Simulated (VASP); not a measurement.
# Pd (Pm-3m) in VASP: further runs

Runs on Pd. Level: RPBE. Tasks: single point.

Everything below comes from runs of VASP 6.6.1. Logs are shortened: lines on timing, memory, paths and dates and some standing lists are left out, and cuts for length are marked.

### 1 The cell of the first run

The structure is cubic, space group Pm-3m (No. 221). The conventional cell has a = 2.642 Å, b = 2.642 Å, c = 2.642 Å, α = 90.00°, β = 90.00°, γ = 90.00°. Pd (site symmetry m-3m) has 6 Pd at 2.64 Å within 3.5 Å.

This isn't the form of Pd at room conditions, which is fcc.

### 2 Single point, RPBE, collinear spin

Contents of INCAR:

```
  PREC = Accurate
  ENCUT = 520
  EDIFF = 1E-6
  ISMEAR = -1
  SIGMA = 0.05
  LREAL = F
  LASPH = T
  NELM = 150
  ALGO = Normal
  ISIF = 2
  LWAVE = F
  LCHARG = F
  ISPIN = 2
  MAGMOM = 0.5 -0.5
  LORBIT = 11
  LMAXMIX = 4
  GGA = RP
  NBANDS = 21
```

Contents of KPOINTS:

```
regular mesh
0
Gamma
  11 11 11
```

Contents of POSCAR:

```
Pd
1.0
    0.0000000000      2.6423325775      2.6423325775
    2.6423325775      0.0000000000      2.6423325775
    2.6423325775      2.6423325775      0.0000000000
Pd
2
Direct
    0.0000000000      0.0000000000      0.0000000000
    0.5000000000      0.5000000000      0.5000000000
```

Potentials or basis: VASP PAW PBE potentials, release 64 (Pd).

The run is started by

```sh
$ cat potpaw_PBE.64/Pd/POTCAR > POTCAR
$ mpirun -np 1 vasp_std > vasp.out
```

OUTCAR:

```text
PREC = Accurate
   ENCUT = 520
   EDIFF = 1E-6
   ISMEAR = -1
   LREAL = F
   LASPH = T
   NELM = 150
   ISIF = 2
   ISPIN = 2
   LORBIT = 11
   GGA = RP

 ion  position               nearest neighbor table
   1  0.000  0.000  0.000-   2 2.64   2 2.64   2 2.64   2 2.64   2 2.64   2 2.64
   2  0.500  0.500  0.500-   1 2.64   1 2.64   1 2.64   1 2.64   1 2.64   1 2.64

  LATTYP: Found a face centered cubic cell.
 ALAT       =     5.2846651550

  Lattice vectors:

 A1 = (   0.0000000000,   2.6423325775,   2.6423325775)
 A2 = (   2.6423325775,   0.0000000000,   2.6423325775)
 A3 = (   2.6423325775,   2.6423325775,   0.0000000000)

Analysis of symmetry for initial positions (statically):
=====================================================================
 Subroutine PRICEL returns following result:

  LATTYP: Found a simple cubic cell.
 ALAT       =     2.6423325775

  Lattice vectors:

 A1 = (  -2.6423325775,   0.0000000000,   0.0000000000)
 A2 = (   0.0000000000,   0.0000000000,   2.6423325775)
 A3 = (   0.0000000000,   2.6423325775,   0.0000000000)

   2 primitive cells build up your supercell.

 Routine SETGRP: Setting up the symmetry group for a
 face centered cubic supercell.

 Subroutine GETGRP returns: Found 48 space group operations
 (whereof 48 operations were pure point group operations)
 out of a pool of 48 trial point group operations.

The static configuration has the point symmetry O_h .

Analysis of symmetry for dynamics (positions and initial velocities):
=====================================================================
 Subroutine PRICEL returns following result:

  LATTYP: Found a simple cubic cell.
 ALAT       =     2.6423325775

  Lattice vectors:

 A1 = (  -2.6423325775,   0.0000000000,   0.0000000000)
 A2 = (   0.0000000000,   0.0000000000,   2.6423325775)
 A3 = (   0.0000000000,   2.6423325775,   0.0000000000)

   2 primitive cells build up your supercell.

 Routine SETGRP: Setting up the symmetry group for a
 face centered cubic supercell.

 Subroutine GETGRP returns: Found 48 space group operations
 (whereof 48 operations were pure point group operations)
 out of a pool of 48 trial point group operations.

The dynamic configuration has the point symmetry O_h .

Analysis of structural, dynamic, and magnetic symmetry:
=====================================================================
 Subroutine PRICEL returns following result:

  LATTYP: Found a simple cubic cell.
 ALAT       =     2.6423325775

  Lattice vectors:

 A1 = (  -2.6423325775,   0.0000000000,   0.0000000000)
 A2 = (   0.0000000000,   0.0000000000,   2.6423325775)
 A3 = (   0.0000000000,   2.6423325775,   0.0000000000)

   2 primitive cells build up your supercell.

 Routine SETGRP: Setting up the symmetry group for a
 face centered cubic supercell.

 Subroutine GETGRP returns: Found 48 space group operations
 (whereof 48 operations were pure point group operations)
 out of a pool of 48 trial point group operations.

The overall configuration has the point symmetry O_h .

 Subroutine INISYM returns: Found 48 space group operations
 (whereof 48 operations are pure point group operations),
 and found     2 'primitive' translations

----------------------------------------------------------------------------------------

                                     Primitive cell

  volume of cell :      18.4486

  direct lattice vectors                    reciprocal lattice vectors
    -2.642332577  0.000000000  0.000000000    -0.378453495  0.000000000  0.000000000
     0.000000000  0.000000000  2.642332577     0.000000000  0.000000000  0.378453495
     0.000000000  2.642332577  0.000000000     0.000000000  0.378453495  0.000000000

  length of vectors
     2.642332577  2.642332577  2.642332577     0.378453495  0.378453495  0.378453495

  position of ions in fractional coordinates (direct lattice)
     0.000000000  0.000000000  0.000000000

  ion indices of the primitive-cell ions
   primitive index   ion index
                 1           1

----------------------------------------------------------------------------------------

 KPOINTS: regular mesh

Automatic generation of k-mesh.
 Grid dimensions read from file:
 generate k-points for:   11   11   11

 Generating k-lattice:

  Cartesian coordinates                     Fractional coordinates (reciprocal lattice)
    -0.017202432  0.017202432  0.017202432     0.090909091  0.000000000  0.000000000
     0.017202432 -0.017202432  0.017202432     0.000000000  0.090909091  0.000000000
     0.017202432  0.017202432 -0.017202432     0.000000000  0.000000000  0.090909091

  Length of vectors
     0.029795486  0.029795486  0.029795486

  Shift w.r.t. Gamma in fractional coordinates (k-lattice)
     0.000000000  0.000000000  0.000000000

 Subroutine IBZKPT returns following result:
 ===========================================

 Found     56 irreducible k-points:

 Following reciprocal coordinates:
            Coordinates               Weight
  0.000000  0.000000  0.000000      1.000000
  0.090909  0.000000  0.000000      8.000000
  0.181818  0.000000  0.000000      8.000000
  0.272727  0.000000  0.000000      8.000000
  0.363636  0.000000  0.000000      8.000000
  0.454545  0.000000  0.000000      8.000000
[... 16 lines left out ...]
 -0.272727  0.181818  0.000000     24.000000
 -0.181818  0.181818  0.000000     12.000000
 [... further k-points ...]
   k-points           NKPTS =     56   k-points in BZ     NKDIM =     56   number of bands    NBANDS=     21
   number of dos      NEDOS =    301   number of ions     NIONS =      2
   total plane-waves  NPLWV =  21952
   dimension x,y,z NGX =    28 NGY =   28 NGZ =   28
   dimension x,y,z NGXF=    56 NGYF=   56 NGZF=   56
   ions per type =               2
   NGX,Y,Z   is equivalent  to a cutoff of  12.46, 12.46, 12.46 a.u.
   NGXF,Y,Z  is equivalent  to a cutoff of  24.91, 24.91, 24.91 a.u.
 SYSTEM =  unknown system
   PREC   = accura    normal or accurate (medium, high low for compatibility)
   ISTART =      0    job   : 0-new  1-cont  2-samecut
   ICHARG =      2    charge: 1-file 2-atom 10-const
   ISPIN  =      2    spin polarized calculation?
   LNONCOLLINEAR =      F non collinear calculations
   LSORBIT =      F    spin-orbit coupling
   LASPH  =      T    aspherical Exc in radial PAW
   ENCUT  =  520.0 eV  38.22 Ry    6.18 a.u.   6.95  6.95  6.95*2*pi/ulx,y,z
   NELM   =    150;   NELMIN=  2; NELMDL= -5     # of ELM steps
   EDIFF  = 0.1E-05   stopping-criterion for ELM
   LREAL  =      F    real-space projection
   EDIFFG = 0.1E-04   stopping-criterion for IOM
   NSW    =      0    number of steps for IOM
   IBRION =     -1    ionic relax: 0-MD 1-quasi-New 2-CG
   NFREE  =      0    steps in history (QN), initial steepest desc. (CG)
   ISIF   =      2    stress and relaxation
   ISYM   =      2    0-nonsym 1-usesym 2-fastsym
   POTIM  = 0.5000    time-step for ionic-motion
   TEBEG  =    0.0;   TEEND  =   0.0 temperature during run
   PSTRESS=    0.0 pullay stress
   NELECT =      20.0000    total number of electrons
   NUPDOWN=      -1.0000    fix difference up-down
   EMIN   =  10.00;   EMAX   =-10.00  energy-range for DOS
   EFERMI =   0.00;   METHOD = LEGACY
   ISMEAR =    -1;   SIGMA  =   0.05  broadening in eV -4-tet -1-fermi 0-gaus
   EFERMI_NEDOS =   21; number of points for ismear=-14 and -15
   IALGO  =     38    algorithm
   IMIX   =      4    mixing-type and parameters
     AMIX     =   0.40;   BMIX     =  1.00
     AMIX_MAG =   1.60;   BMIX_MAG =  1.00
  volume/ion in A,a.u.               =      18.45       124.50
  Fermi-wavevector in a.u.,A,eV,Ry     =   1.334814  2.522432 24.241879  1.781728
  Thomas-Fermi vector in A             =   2.463566
   LORBIT       =     11    0 simple, 1 ext, 2 COOP (PROOUT), +10 PAW based schemes
   GGA     = RP    functional components
   LHFCALC =     F    Hartree Fock is set to
   AEXX    =    0.0000 exact exchange contribution
   IVDW    =     0    specifies the selected vdW correction
   LEPSILON=     F    determine dielectric tensor
   LRPA    =     F    only Hartree local field effects (RPA)
 spin polarized calculation
  energy-cutoff  :      520.00
  volume of cell :       36.90
 maximum number of plane-waves:      1006
   NGX = 13   NGY = 13   NGZ = 13

 number of electron      19.9999996 magnetization       0.0000000

 number of electron      19.9999996 magnetization      -0.0000000

 Free energy of the ion-electron system (eV)
  ---------------------------------------------------
  ext. energy  EPLUGINS =         0.00000000
  ---------------------------------------------------
  free energy    TOTEN  =        -8.33300725 eV

  energy without entropy =       -8.30599288  energy(sigma->0) =       -8.31950007

 E-fermi :   6.8112     XC(G=0): -11.5762

 val. band max:        6.8042398694   @ k =   0.0000   0.0000   0.0000
 cond. band min:       6.8124577780   @ k =  -0.4545   0.3636   0.0909
 fundamental gap:      0.0082179086
 Fermi energy:         6.8112212407

 spin component 1

 k-point     1 :       0.0000    0.0000    0.0000
  band No.  band energies     occupation
      1       1.1781      1.00000
      2       2.5917      1.00000
      3       2.5917      1.00000
      4       3.2200      1.00000
      5       3.2200      1.00000
      6       3.2200      1.00000
[... 550 lines left out ...]
      5       3.7894      1.00000
      6       4.2431      1.00000
[... 13 lines left out ...]
     20      25.6202      0.00000
     21      27.7471      0.00000

 [... further k-points ...]

 spin component 2

 k-point     1 :       0.0000    0.0000    0.0000
  band No.  band energies     occupation
      1       1.1781      1.00000
      2       2.5917      1.00000
      3       2.5917      1.00000
      4       3.2200      1.00000
      5       3.2200      1.00000
      6       3.2200      1.00000
[... 550 lines left out ...]
      5       3.7894      1.00000
      6       4.2431      1.00000
[... 13 lines left out ...]
     20      25.6202      0.00000
     21      27.7471      0.00000

 [... further k-points ...]

------------------------ aborting loop because EDIFF is reached ----------------------------------------

  FORCE on cell =-STRESS in cart. coord.  units (eV):
  Direction    XX          YY          ZZ          XY          YZ          ZX
  --------------------------------------------------------------------------------------
  -------------------------------------------------------------------------------------
  Total       -0.0488604     -0.0488604     -0.0488604     -0.0000000     -0.0000000      0.0000000
  in kB       -2.1216587     -2.1216587     -2.1216587     -0.0000000     -0.0000000      0.0000000
  external PRESSURE =      -2.1216587 kB  Pullay stress =       0.0000000 kB

 VOLUME and BASIS-vectors are now :
 -----------------------------------------------------------------------------
  energy-cutoff  :      520.00
  volume of cell :       36.90
      direct lattice vectors                 reciprocal lattice vectors
     0.000000000  2.642332577  2.642332577    -0.189226748  0.189226748  0.189226748
     2.642332577  0.000000000  2.642332577     0.189226748 -0.189226748  0.189226748
     2.642332577  2.642332577  0.000000000     0.189226748  0.189226748 -0.189226748

 POSITION                                       TOTAL-FORCE (eV/Angst)
 -----------------------------------------------------------------------------------
      0.00000      0.00000      0.00000        -0.000000     -0.000000      0.000000
      2.64233      2.64233      2.64233         0.000000      0.000000     -0.000000
 -----------------------------------------------------------------------------------
    total drift:                                0.000000      0.000000      0.000000

  FREE ENERGIE OF THE ION-ELECTRON SYSTEM (eV)
  ---------------------------------------------------
  free  energy   TOTEN  =        -8.3330072517 eV

  energy  without entropy=       -8.3059928826  energy(sigma->0) =       -8.31950007

 total charge

# of ion       s       p       d       tot
------------------------------------------
    1        0.474   0.305   8.519   9.298
    2        0.474   0.305   8.519   9.298
--------------------------------------------------
tot          0.948   0.610  17.038  18.596

 magnetization (x)

# of ion       s       p       d       tot
------------------------------------------
    1        0.000   0.000   0.000   0.000
    2       -0.000  -0.000  -0.000  -0.000
--------------------------------------------------
tot          0.000   0.000   0.000   0.000
```

Run time: 43 s. Hardware: 1 thread of AMD EPYC 9R45 (Zen 5), shared host; peak memory 0.18 GiB.

What came out:

```
Free energy                                           : -8.3330 eV
Pressure                                              : -0.2 GPa
Band gap on the k mesh                                : zero (filled and empty bands overlap)
Net moment                                            : 0.00 μB per cell
Valence electrons inside the program's atomic spheres : Pd 9.30
```

Caveat: the PAW data sets were made with another functional, which shifts forces and pressure a little.

### 3 Single point, RPBE, collinear spin (16.23 Å³/atom)

This run uses another cell than the first one, of 16.23 Å³/atom.

Contents of INCAR:

```
SYSTEM = Pd
  PREC = Accurate
  ENCUT = 520
  EDIFF = 1E-7
  ISMEAR = -1
  SIGMA = 0.05
  LREAL = .FALSE.
  LASPH = .TRUE.
  NELM = 150
  ALGO = Normal
  ISIF = 2
  LWAVE = .FALSE.
  LCHARG = .FALSE.
  ISPIN = 2
  MAGMOM = 0.5 -0.5
  LORBIT = 11
  LMAXMIX = 4
  GGA = RP
  NBANDS = 21
```

Contents of KPOINTS:

```
regular mesh
0
G
  12 12 12
  0 0 0
```

Contents of POSCAR:

```
Pd
1.0
    0.0000000000      2.5321049562      2.5321049562
    2.5321049562      0.0000000000      2.5321049562
    2.5321049562      2.5321049562      0.0000000000
Pd
2
Direct
    0.0000000000      0.0000000000      0.0000000000
    0.5000000000      0.5000000000      0.5000000000
```

Potentials or basis: VASP PAW PBE potentials, release 64 (Pd).

The run is started by

```sh
$ cat potpaw_PBE.64/Pd/POTCAR > POTCAR
$ mpirun -np 1 vasp_std > vasp.out
```

It took 58 s on 1 thread of AMD EPYC 9R45 (Zen 5), shared host; peak memory 0.18 GiB.

The run converged. Its results:

- Free energy: -8.1060 eV
- Pressure: 18.7 GPa
- Band gap on the k mesh: zero (filled and empty bands overlap)
- Net moment: 0.00 μB per cell
- Valence electrons inside the program's atomic spheres: Pd 9.52

Levels at points of the mesh, in eV from the Fermi level:
Spin up:
| k point | band 6 | band 7 | band 8 | band 9 | band 10 | band 11 | band 12 | band 13 | band 14 | band 15 |
| --- | --- | --- | --- | --- | --- | --- | --- | --- | --- | --- |
| (0.00, 0.00, 0.00) | -4.41 | 0.03 | 0.03 | 0.03 | 1.45 | 1.45 | 10.97 | 11.94 | 11.94 | 11.94 |
| (0.50, 0.00, 0.00) | -2.82 | -1.84 | -1.84 | -1.84 | -1.84 | 0.67 | 0.67 | 13.94 | 13.94 | 13.94 |
| (0.50, 0.50, 0.00) | -1.75 | -1.42 | -1.42 | 0.19 | 0.20 | 1.34 | 5.41 | 5.74 | 5.74 | 12.74 |
Spin down:
| k point | band 7 | band 8 | band 9 | band 10 | band 11 | band 12 | band 13 | band 14 |
| --- | --- | --- | --- | --- | --- | --- | --- | --- |
| (0.00, 0.00, 0.00) | 0.03 | 0.03 | 0.03 | 1.45 | 1.45 | 10.97 | 11.94 | 11.94 |
| (0.50, 0.00, 0.00) | -1.84 | -1.84 | -1.84 | -1.84 | 0.67 | 0.67 | 13.94 | 13.94 |
| (0.50, 0.50, 0.00) | -1.42 | -1.42 | 0.19 | 0.20 | 1.34 | 5.41 | 5.74 | 5.74 |

Caveat: the cell stands under pressure; the PAW data sets were made with another functional, which shifts forces and pressure a little.

The gap in the log of VASP goes by the Fermi energy; the results here count the filled bands.